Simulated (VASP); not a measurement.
**Cu: single point with LDA**

Cu:

```
Cu
1.0
     1.19887   -3.90719    0.00000
     1.19887    3.90719    0.00000
     0.00000    0.00000    2.43570
Cu
2
Cartesian
  0.9429 2.8620 0.6089
  1.4549 -2.8620 1.8268
```

This cell differs from its parent crystal: mode 4 frozen in at -0.256 Å and mode 5 at +0.000 Å (largest displacements).

| Quantity | Value |
| --- | --- |
| Program | VASP 6.6.1 |
| Task | single point |
| Functional | LDA |
| Potentials or basis | VASP PAW LDA potentials, release 64 (Cu) |
| Cutoff | 520 eV |
| k mesh | 20 × 20 × 18 |
| Occupations | gaussian, width 0.15 eV |
| Spin | no spin polarisation |

| Quantity | Value |
| --- | --- |
| Pressure | 2.9 GPa |
| Largest force | 1.185 eV/Å |
| Band gap on the k mesh | zero (band 11 reaches 12.93 eV, above the bottom of band 12 at 5.93 eV) |

Forces in eV/Å, atoms in the order of the input:
```
Cu   0.452  1.095  0.000
Cu  -0.452 -1.095  0.000
```

Stress tensor (GPa, compression positive):
```
-1.28 11.96  0.00
11.96  6.30  0.00
 0.00  0.00  3.73
```

Levels at points of the mesh, in eV from the Fermi level:
```tsv
k point	band 9	band 10	band 11	band 12	band 13	band 14
(0.00, 0.00, 0.00)	-1.89	-1.82	-1.38	-0.16	5.09	15.12
(0.50, 0.00, 0.00)	-1.96	-1.42	-1.31	1.68	2.06	7.74
(0.00, 0.50, 0.00)	-2.27	-2.14	0.46	0.52	4.15	5.64
(0.50, 0.50, 0.00)	-2.25	-2.11	-1.86	-1.81	14.10	15.84
(0.00, 0.00, 0.50)	-2.14	-2.14	0.00	0.00	8.46	8.46
(0.50, 0.00, 0.50)	-1.34	-1.34	5.15	5.15	6.23	6.23
(0.00, 0.50, 0.50)	-1.29	-1.29	3.07	3.07	8.14	8.14
(0.50, 0.50, 0.50)	-1.53	-1.53	-1.05	-1.05	3.93	3.93
```

Wall time 26 min on 1 thread of Oxide Virtual Turin-like Processor, on a shared host, peak memory 0.67 GiB.

Caveat: the cell differs from its parent crystal (mode 4 frozen in at -0.256 Å and mode 5 at +0.000 Å (largest displacements)); forces of over 1 eV/Å act on the atoms, so gaps and moduli don't describe the material at rest.
